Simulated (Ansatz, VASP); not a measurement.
## TaMn2N3 in VASP and in Ansatz

The input INCAR:

```
  ALGO = Normal
  EDIFF = 1E-6
  EDIFFG = -0.01
  ENCUT = 600
  GGA = PE
  IBRION = 2
  ISIF = 3
  ISMEAR = 0
  LASPH = True
  LCHARG = False
  LREAL = False
  LWAVE = False
  NELM = 60
  NSW = 100
  PREC = Accurate
  SIGMA = 0.1
```

File KPOINTS:

```
k-points
0
Gamma
  6 6 14
```

Contents of POSCAR:

```
TaMn2N3
1.0
    5.7857226583      0.0000000000      0.0000000000
   -2.8928613292      5.0105828014      0.0000000000
    0.0000000000      0.0000000000      2.6746683468
Ta Mn N
1 2 3
Direct
    0.0000000000      0.0000000000      0.5000000000
    0.3333333333      0.6666666667      0.5000000000
    0.6666666667      0.3333333333      0.5000000000
    0.5000000000      0.0000000000      0.5000000000
    0.0000000000      0.5000000000      0.5000000000
    0.5000000000      0.5000000000      0.5000000000
```

Input for Ansatz:

```yaml
crystal:
  lattice:
    - [5.7857226583, 0.0, 0.0]
    - [-2.8928613292, 5.0105828014, 0.0]
    - [0.0, 0.0, 2.6746683468]
  atoms:
    - { symbol: Ta, position: [0.0, 0.0, 0.5] }
    - { symbol: Mn, position: [0.3333333333, 0.6666666667, 0.5] }
    - { symbol: Mn, position: [0.6666666667, 0.3333333333, 0.5] }
    - { symbol: "N", position: [0.5, 0.0, 0.5] }
    - { symbol: "N", position: [0.0, 0.5, 0.5] }
    - { symbol: "N", position: [0.5, 0.5, 0.5] }
basis:
  ecutwfc: 420
kpoints:
  mp_grid: { grid: [6, 6, 14] }
hamiltonian:
  xc: pbe
scf:
  occupations: { method: gaussian, width: 0.1 }
output:
  forces: true
  stress: true
  eigenvalues: true
  write_density: true
  write_potential: true
  elf: true
  volumetric_format: npy
relax:
  adjacent_minimum: "off"
  f_tol: 0.01
  max_steps: 80
  cell: { stress_tol: 0.05 }
```

Alike in both runs: task relaxation of cell and atoms; functional PBE; k mesh 6 × 6 × 14; occupations gaussian, width 0.1 eV; no spin polarisation.

|  | VASP | Ansatz |
| --- | --- | --- |
| version | VASP 6.6.1 | Ansatz 0.2.0 |
| potentials or method | VASP PAW PBE potentials, release 64 (Ta_pv, Mn_pv, N), cutoff 600 eV | scalar-relativistic, plane waves, PAW |
| valence electrons in the cell | 52 | 58 |

|  | VASP | Ansatz | Ansatz less VASP |
| --- | --- | --- | --- |
| gap on the k mesh at the Fermi level, each at its own relaxed structure (eV) | none | none | - |
| relaxed volume (Å³/atom) | 13.00 | 13.00 | 0.000 |
| relaxed cell length with the largest relative difference (Å) | 2.691 | 2.693 | +0.0026 |

A gap of «none» marks a metal or a gap that the smearing closes. VASP's potentials hold 52 valence electrons a cell and Ansatz's 58, so a difference there can come from the potentials and not from the codes.

Spin-orbit coupling is off throughout.
